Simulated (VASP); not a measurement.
LiSi16 (a cell with a defect), 17 atoms in the cell. The cell holds a defect, 17 atoms: a = 7.679 Å, b = 7.679 Å, c = 7.679 Å, α = 60.00°, β = 60.00°, γ = 60.00°. 

* Program: VASP 6.6.1
* Task: single point
* Functional: PBE
* Potentials or basis: VASP PAW PBE potentials, release 64 (Si, Li_sv)
* Cutoff: 520 eV
* k mesh: 2 × 2 × 2
* Occupations: gaussian, width 0.02 eV
* Spin: no spin polarisation
* Dipole correction: no
* Charge: 1
* Further INCAR settings: LREAL = Auto; ALGO = Normal; EDIFF = 1e-06; NBANDS = 48; NELECT = 66.0

Potentials or basis: VASP PAW PBE potentials, release 64 (Si, Li_sv).

The run is started by

```sh
$ cat potpaw_PBE.64/Si/POTCAR potpaw_PBE.64/Li_sv/POTCAR > POTCAR
$ mpirun -np 1 vasp_std > vasp.out
```

Hardware: 1 thread of Intel(R) Xeon(R) Platinum 8488C (Sapphire Rapids), on a shared host.

Question: Estimate the wall time of this run.

Answer: It took 3.1 min on 1 thread of Intel(R) Xeon(R) Platinum 8488C (Sapphire Rapids) (shared host), peak memory 0.48 GiB. Counts: scf iterations 14, k points 8.
